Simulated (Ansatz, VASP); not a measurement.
**One calculation of Ti, two programs**

```
Ti
1.0
     2.86914    0.00000    0.00000
    -1.43457    2.48475    0.00000
     0.00000    0.00000    4.55172
Ti
2
Direct
  0.66667 0.33333 0.75000
  0.33333 0.66667 0.25000
```

Change from the starting cell: volume scaled by 0.92.

Alike in both runs: task single point; functional b88 exchange, pbe correlation; k mesh 11 × 11 × 6; no spin polarisation.

```csv
,VASP,Ansatz
version,VASP 6.6.1,Ansatz 0.2.0
potentials or method,"VASP PAW PBE potentials, release 64 (Ti_sv)",JTH PAW
plane-wave cutoff (eV),500,1230
occupations,"methfessel-paxton of order 1, width 0.15 eV","cold, width 0.15 eV"
valence electrons in the cell,24,24
```

Ansatz gave:

```
gap on the k mesh at the Fermi level (eV)                     : none
pressure (GPa)                                                : 8.6
traceless stress, the component that is largest in VASP (GPa) : -0.06
```

Which values does VASP return?

gap on the k mesh at the Fermi level (eV): none; pressure (GPa): 7.9; traceless stress, the component that is largest in VASP (GPa): -0.15.

VASP's potentials were made for PBE, not for b88 exchange, pbe correlation. A gap of «none» marks a metal or a gap that the smearing closes.
